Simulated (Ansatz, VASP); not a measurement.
## Two plane-wave programs on GaP

File INCAR:

```
PREC = Accurate
ENCUT = 520
EDIFF = 1E-6
ISMEAR = 0
SIGMA = 0.05
LREAL = F
LASPH = T
NELM = 60
ALGO = Normal
ISIF = 2
LWAVE = F
LCHARG = F
GGA = PS
NBANDS = 16
```

File KPOINTS:

```
regular mesh
0
Gamma
  8 8 8
```

Contents of POSCAR:

```
GaP
1.0
    0.0000000000      2.7252500000      2.9432700000
    2.7252500000      0.0000000000      2.9432700000
    2.7252500000      2.7252500000      0.0000000000
Ga P
1 1
Direct
    0.0000000000      0.0000000000      0.0000000000
    0.7500000000      0.7500000000      0.7500000000
```

Input for Ansatz:

```yaml
crystal:
  lattice:
    - [0.0, 2.72525, 2.94327]
    - [2.72525, 0.0, 2.94327]
    - [2.72525, 2.72525, 0.0]
  atoms:
    - { symbol: Ga, position: [0.0, 0.0, 0.0] }
    - { symbol: P, position: [0.75, 0.75, 0.75] }
basis:
  ecutwfc: 420
kpoints:
  mp_grid: { grid: [8, 8, 8] }
hamiltonian:
  xc: pbesol
scf:
  occupations: { method: gaussian, width: 0.05 }
output:
  forces: true
  stress: true
  eigenvalues: true
```

Change from the starting cell: strain +0.000 along x and y, +0.080 along z, atoms carried along.

Alike in both runs: task single point; functional PBEsol; k mesh 8 × 8 × 8; occupations gaussian, width 0.05 eV; no spin polarisation.

```csv
,VASP,Ansatz
version,VASP 6.6.1,Ansatz 0.2.0
potentials or method,"VASP PAW PBE potentials, release 64 (Ga_d, P), cutoff 520 eV","scalar-relativistic, plane waves, PAW"
valence electrons in the cell,18,18
```

Ansatz gave:

* gap on the k mesh at the Fermi level (eV): 0.92
* least direct gap on the mesh (eV): 0.92
* pressure (GPa): -5.9
* traceless stress, the component that is largest in VASP (GPa): -4.19

Problem. What did VASP give for the same quantities?

Solution. gap on the k mesh at the Fermi level (eV): 0.93; least direct gap on the mesh (eV): 0.93; pressure (GPa): -6.0; traceless stress, the component that is largest in VASP (GPa): -4.20.

VASP's potentials were made for PBE, not for PBEsol.
